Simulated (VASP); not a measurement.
# Si in VASP: single point with PBE

Aim: the single point of Si with PBE.

All numbers are computed with VASP 6.6.1; they aren't measurements. Logs are shortened: lines on timing, memory, paths and dates and some standing lists are left out, and cuts for length are marked.

**1. The cell of the first run**

The cell holds a slab with vacuum, 24 atoms: a = 7.735 Å, b = 7.735 Å, c = 31.902 Å, α = 90.00°, β = 90.00°, γ = 120.00°.

**2. Single point, PBE**

INCAR

```
SYSTEM = Si
PREC = Accurate ; ENCUT = 520
EDIFF = 1E-7 ; ISMEAR = 0
SIGMA = 0.1 ; LREAL = Auto
LASPH = .True. ; NELM = 100
ALGO = Normal ; ISIF = 2
LWAVE = .False. ; LCHARG = .False.
LDIPOL = .True. ; IDIPOL = 3
DIPOL = 0.5 0.5 0.359 ; GGA = PE
NBANDS = 66
```

KPOINTS

```
regular mesh
0
Gamma
  6 6 1
  0 0 0
```

POSCAR

```
Si
1.0
    7.7354122101      0.0000000000      0.0000000000
   -3.8677061051      6.6990634827      0.0000000000
    0.0000000000      0.0000000000     31.9020923748
Si
24
Direct
    0.1666666667      0.3333333333      0.2673265793
    0.6674006942      0.3318389663      0.2454304644
    0.1681610337      0.8355617280      0.2454304644
    0.6644382720      0.8325993058      0.2454304644
   -0.0054337089      0.5086189159      0.2711646230
    0.5140526247      0.5054337089      0.2711646230
   -0.0086189159     -0.0140526247      0.2711646230
    0.5000000000      0.0000000000      0.2682965454
    0.0006514917      0.5088536195      0.3466718607
    0.5082021279      0.4993485083      0.3466718607
   -0.0088536195     -0.0082021279      0.3466718607
    0.5000000000      0.0000000000      0.3434498673
    0.8333333333      0.6666666667      0.3775090526
    0.3389329347      0.6661500559      0.3673124496
    0.8338499441      0.1727828787      0.3673124496
    0.3272171213      0.1610670653      0.3673124496
    0.8333333333      0.6666666667      0.4575568456
    0.3512112974      0.6588300013      0.4409428688
    0.8411699987      0.1923812961      0.4409428688
    0.3076187039      0.1487887026      0.4409428688
    0.6773307640      0.8647756511      0.4689417382
    0.1874448871      0.8226692360      0.4689417382
    0.6352243489      0.3125551129      0.4689417382
    0.1666666667      0.3333333333      0.4741293848
```

Potentials or basis: VASP PAW PBE potentials, release 64 (Si).

Run with:

```
$ cat potpaw_PBE.64/Si/POTCAR > POTCAR
$ mpirun -np 1 vasp_std > vasp.out
```

OUTCAR:

```text
SYSTEM = Si
   PREC = Accurate
   ENCUT = 520
   EDIFF = 1E-7
   ISMEAR = 0
   LREAL = Auto
   LASPH = .True.
   NELM = 100
   ISIF = 2
   GGA = PE

 ion  position               nearest neighbor table
   1  0.167  0.333  0.267-   6 2.33   7 2.33   5 2.33
   2  0.667  0.332  0.245-   8 2.34   6 2.34   5 2.34
   3  0.168  0.836  0.245-   8 2.34   5 2.34   7 2.34
   4  0.664  0.833  0.245-   8 2.34   7 2.34   6 2.34
   5  0.995  0.509  0.271-   1 2.33   3 2.34   2 2.34   9 2.41
   6  0.514  0.505  0.271-   1 2.33   2 2.34   4 2.34  10 2.41
   7  0.991  0.986  0.271-   1 2.33   4 2.34   3 2.34  11 2.41
   8  0.500  0.000  0.268-   4 2.34   3 2.34   2 2.34  12 2.40
   9  0.001  0.509  0.347-  15 2.35  14 2.36  13 2.39   5 2.41
  10  0.508  0.499  0.347-  14 2.35  16 2.36  13 2.39   6 2.41
[... 8 lines left out ...]
  19  0.841  0.192  0.441-  15 2.35  21 2.37  23 2.38  24 2.43
  20  0.308  0.149  0.441-  16 2.35  23 2.37  22 2.38  24 2.43
  21  0.677  0.865  0.469-  19 2.37  18 2.38  17 2.41
  22  0.187  0.823  0.469-  18 2.37  20 2.38  17 2.41
  23  0.635  0.313  0.469-  20 2.37  19 2.38  17 2.41
  24  0.167  0.333  0.474-  20 2.43  18 2.43  19 2.43

  LATTYP: Found a hexagonal cell.
 ALAT       =     7.7354122101
 C/A-ratio  =     4.1241619074

  Lattice vectors:

 A1 = (   7.7354122101,   0.0000000000,   0.0000000000)
 A2 = (  -3.8677061051,   6.6990634827,   0.0000000000)
 A3 = (   0.0000000000,   0.0000000000,  31.9020923748)

Analysis of symmetry for initial positions (statically):
=====================================================================
 Subroutine PRICEL returns:
 Original cell was already a primitive cell.

 Routine SETGRP: Setting up the symmetry group for a
 hexagonal supercell.

 Subroutine GETGRP returns: Found  3 space group operations
 (whereof  1 operations were pure point group operations)
 out of a pool of 24 trial point group operations.

The static configuration has the point symmetry C_1 .
 The point group associated with its full space group is C_3 .

Analysis of symmetry for dynamics (positions and initial velocities):
=====================================================================
 Subroutine PRICEL returns:
 Original cell was already a primitive cell.

 Routine SETGRP: Setting up the symmetry group for a
 hexagonal supercell.

 Subroutine GETGRP returns: Found  3 space group operations
 (whereof  1 operations were pure point group operations)
 out of a pool of 24 trial point group operations.

The dynamic configuration has the point symmetry C_1 .
 The point group associated with its full space group is C_3 .

 Subroutine INISYM returns: Found  3 space group operations
 (whereof  1 operations are pure point group operations),
 and found     1 'primitive' translations

----------------------------------------------------------------------------------------

                                     Primitive cell

  volume of cell :    1653.1670

  direct lattice vectors                    reciprocal lattice vectors
     7.735412210  0.000000000  0.000000000     0.129275593  0.074637298  0.000000000
    -3.867706105  6.699063483  0.000000000     0.000000000  0.149274597  0.000000000
     0.000000000  0.000000000 31.902092375     0.000000000  0.000000000  0.031345906

  length of vectors
     7.735412210  7.735412210 31.902092375     0.149274597  0.149274597  0.031345906

  position of ions in fractional coordinates (direct lattice)
     0.166666667  0.333333333  0.267326579
     0.667400694  0.331838966  0.245430464
     0.168161034  0.835561728  0.245430464
     0.664438272  0.832599306  0.245430464
     0.994566291  0.508618916  0.271164623
     0.514052625  0.505433709  0.271164623
[... 16 lines left out ...]
     0.635224349  0.312555113  0.468941738
     0.166666667  0.333333333  0.474129385

  ion indices of the primitive-cell ions
   primitive index   ion index
                 1           1
                 2           2
                 3           3
                 4           4
                 5           5
                 6           6
[... 16 lines left out ...]
                23          23
                24          24

----------------------------------------------------------------------------------------

 KPOINTS: regular mesh

Automatic generation of k-mesh.
 Grid dimensions read from file:
 generate k-points for:    6    6    1

 Generating k-lattice:

  Cartesian coordinates                     Fractional coordinates (reciprocal lattice)
     0.021545932  0.012439550  0.000000000     0.166666667  0.000000000  0.000000000
     0.000000000  0.024879099  0.000000000     0.000000000  0.166666667  0.000000000
     0.000000000  0.000000000  0.031345906     0.000000000  0.000000000  1.000000000

  Length of vectors
     0.024879099  0.024879099  0.031345906

  Shift w.r.t. Gamma in fractional coordinates (k-lattice)
     0.000000000  0.000000000  0.000000000

 Subroutine IBZKPT returns following result:
 ===========================================

 Found      8 irreducible k-points:

 Following reciprocal coordinates:
            Coordinates               Weight
  0.000000  0.000000  0.000000      1.000000
  0.166667 -0.000000  0.000000      6.000000
  0.333333 -0.000000  0.000000      6.000000
  0.500000 -0.000000  0.000000      3.000000
  0.166667  0.166667  0.000000      6.000000
  0.333333  0.166667  0.000000      6.000000
 -0.333333  0.500000  0.000000      6.000000
  0.333333  0.333333  0.000000      2.000000
   k-points           NKPTS =      8   k-points in BZ     NKDIM =      8   number of bands    NBANDS=     66
   number of dos      NEDOS =    301   number of ions     NIONS =     24
   total plane-waves  NPLWV = 864000
   dimension x,y,z NGX =    60 NGY =   60 NGZ =  240
   dimension x,y,z NGXF=   120 NGYF=  120 NGZF=  480
   ions per type =              24
   NGX,Y,Z   is equivalent  to a cutoff of  12.89, 12.89, 12.51 a.u.
   NGXF,Y,Z  is equivalent  to a cutoff of  25.79, 25.79, 25.01 a.u.
 SYSTEM =  Si
   PREC   = accura    normal or accurate (medium, high low for compatibility)
   ISTART =      0    job   : 0-new  1-cont  2-samecut
   ICHARG =      2    charge: 1-file 2-atom 10-const
   ISPIN  =      1    spin polarized calculation?
   LNONCOLLINEAR =      F non collinear calculations
   LSORBIT =      F    spin-orbit coupling
   LASPH  =      T    aspherical Exc in radial PAW
   ENCUT  =  520.0 eV  38.22 Ry    6.18 a.u.  14.38 14.38 59.32*2*pi/ulx,y,z
   NELM   =    100;   NELMIN=  2; NELMDL= -5     # of ELM steps
   EDIFF  = 0.1E-06   stopping-criterion for ELM
   LREAL  =      T    real-space projection
   EDIFFG = 0.1E-05   stopping-criterion for IOM
   NSW    =      0    number of steps for IOM
   IBRION =     -1    ionic relax: 0-MD 1-quasi-New 2-CG
   NFREE  =      0    steps in history (QN), initial steepest desc. (CG)
   ISIF   =      2    stress and relaxation
   ISYM   =      2    0-nonsym 1-usesym 2-fastsym
   POTIM  = 0.5000    time-step for ionic-motion
   TEBEG  =    0.0;   TEEND  =   0.0 temperature during run
   PSTRESS=    0.0 pullay stress
   NELECT =      96.0000    total number of electrons
   NUPDOWN=      -1.0000    fix difference up-down
   EMIN   =  10.00;   EMAX   =-10.00  energy-range for DOS
   EFERMI =   0.00;   METHOD = LEGACY
   ISMEAR =     0;   SIGMA  =   0.10  broadening in eV -4-tet -1-fermi 0-gaus
   EFERMI_NEDOS =   21; number of points for ismear=-14 and -15
   IALGO  =     38    algorithm
   IMIX   =      4    mixing-type and parameters
     AMIX     =   0.40;   BMIX     =  1.00
     AMIX_MAG =   1.60;   BMIX_MAG =  1.00
  volume/ion in A,a.u.               =      68.88       464.84
  Fermi-wavevector in a.u.,A,eV,Ry     =   0.633957  1.198005  5.468198  0.401901
  Thomas-Fermi vector in A             =   1.697789
   LORBIT       =      0    0 simple, 1 ext, 2 COOP (PROOUT), +10 PAW based schemes
   GGA     = PE    functional components
   LHFCALC =     F    Hartree Fock is set to
   AEXX    =    0.0000 exact exchange contribution
   IVDW    =     0    specifies the selected vdW correction
   LEPSILON=     F    determine dielectric tensor
   LRPA    =     F    only Hartree local field effects (RPA)
 non-spin polarized calculation
 Gauss-broadening in eV      SIGMA  =   0.10
  energy-cutoff  :      520.00
  volume of cell :     1653.17
 maximum number of plane-waves:     44573
 NGX is ok and might be reduce to    60
   NGX = 29   NGY = 29   NGZ =119

 dipolmoment           0.000000      0.000000     -0.081541 electrons x Angstroem

 number of electron      96.0000004 magnetization

 dipolmoment           0.000000      0.000000      0.024956 electrons x Angstroem

 Free energy of the ion-electron system (eV)
  ---------------------------------------------------
  ext. energy  EPLUGINS =         0.00000000
  ---------------------------------------------------
  free energy    TOTEN  =      -120.18187291 eV

  energy without entropy =     -120.12865084  energy(sigma->0) =     -120.15526188

 E-fermi :  -1.7468     XC(G=0):  -3.2581

 val. band max:       -1.7799093509   @ k =   0.3333   0.1667   0.0000
 cond. band min:      -1.7065962540   @ k =   0.1667   0.1667   0.0000
 fundamental gap:      0.0733130968
 Fermi energy:        -1.7467736116

 k-point     1 :       0.0000    0.0000    0.0000
  band No.  band energies     occupation
      1     -13.3562      2.00000
      2     -12.4834      2.00000
      3     -11.5945      2.00000
      4     -11.2037      2.00000
      5     -11.2037      2.00000
      6     -11.1033      2.00000
[... 52 lines left out ...]
     59       0.0349      0.00000
     60       0.4236      0.00000

 k-point     2 :       0.1667   -0.0000    0.0000
  band No.  band energies     occupation
      1     -13.2772      2.00000
      2     -12.4053      2.00000
      3     -11.5617      2.00000
      4     -11.5077      2.00000
      5     -11.2626      2.00000
      6     -11.1793      2.00000
[... 374 lines left out ...]
      3     -12.3594      2.00000
      4     -11.5873      2.00000
      5     -11.5587      2.00000
      6     -11.5469      2.00000
[... 52 lines left out ...]
     59       1.5215      0.00000
     60       1.5238      0.00000
 [bands above 60 left out]

------------------------ aborting loop because EDIFF is reached ----------------------------------------

 vacuum level on the upper side and lower side of the slab       (xc-potential included)         0.028        -0.057

  FORCE on cell =-STRESS in cart. coord.  units (eV):
  Direction    XX          YY          ZZ          XY          YZ          ZX
  --------------------------------------------------------------------------------------
  -------------------------------------------------------------------------------------
  Total       -5.0877119     -5.0877119     -0.5706792     -0.0000000      0.0000000     -0.0000000
  in kB       -4.9307884     -4.9307884     -0.5530774     -0.0000000      0.0000000     -0.0000000
  external PRESSURE =      -3.4715514 kB  Pullay stress =       0.0000000 kB

 VOLUME and BASIS-vectors are now :
 -----------------------------------------------------------------------------
  energy-cutoff  :      520.00
  volume of cell :     1653.17
      direct lattice vectors                 reciprocal lattice vectors
     7.735412210  0.000000000  0.000000000     0.129275593  0.074637298  0.000000000
    -3.867706105  6.699063483  0.000000000     0.000000000  0.149274597  0.000000000
     0.000000000  0.000000000 31.902092375     0.000000000  0.000000000  0.031345906

 POSITION                                       TOTAL-FORCE (eV/Angst)
 -----------------------------------------------------------------------------------
      0.00000      2.23302      8.52828         0.000000     -0.000000     -0.133242
      3.87916      2.22301      7.82975        -0.007627     -0.007139      0.017066
     -1.93091      5.59748      7.82975         0.009996     -0.003035      0.017066
      1.91945      5.57764      7.82975        -0.002370      0.010175      0.017066
      5.72619      3.40727      8.65072        -0.028079     -0.007316     -0.076081
      2.02154      3.38593      8.65072         0.007704      0.027975     -0.076081
[... 16 lines left out ...]
      3.70485      2.09383     14.96022         0.303357      0.389062     -0.626010
      0.00000      2.23302     15.12572         0.000000     -0.000000     -0.752451
 -----------------------------------------------------------------------------------
    total drift:                                0.000000      0.000000     -0.000325

  FREE ENERGIE OF THE ION-ELECTRON SYSTEM (eV)
  ---------------------------------------------------
  free  energy   TOTEN  =      -120.1818729116 eV

  energy  without entropy=     -120.1286508433  energy(sigma->0) =     -120.15526188

 vacuum level on the upper side and lower side of the slab         3.127         3.040
```

It took 35 min on 1 thread of Intel Xeon 6975P-C (Granite Rapids), shared host; peak memory 1.7 GiB.

Results:

| Item | Value |
| --- | --- |
| Free energy | -120.1819 eV |
| Largest force | 1.077 eV/Å |
| Band gap on the k mesh | zero (band 48 reaches -1.78 eV, above the bottom of band 49 at -1.88 eV) |

Forces in eV/Å, atoms in the order of the input:
```
Si   0.000  0.000 -0.133
Si  -0.008 -0.007  0.017
Si   0.010 -0.003  0.017
Si  -0.002  0.010  0.017
Si  -0.028 -0.007 -0.076
Si   0.008  0.028 -0.076
Si   0.020 -0.021 -0.076
Si   0.000  0.000 -0.149
Si   0.049  0.011  0.082
Si  -0.015 -0.049  0.082
Si  -0.035  0.037  0.082
Si   0.000  0.000  0.149
Si   0.000  0.000  0.230
Si  -0.123  0.112 -0.171
Si  -0.035 -0.163 -0.171
Si   0.158  0.051 -0.171
Si   0.000  0.000 -0.175
Si  -0.108 -0.205  1.052
Si   0.232  0.009  1.052
Si  -0.124  0.197  1.052
Si   0.185 -0.457 -0.626
Si  -0.489  0.068 -0.626
Si   0.303  0.389 -0.626
Si   0.000  0.000 -0.752
```
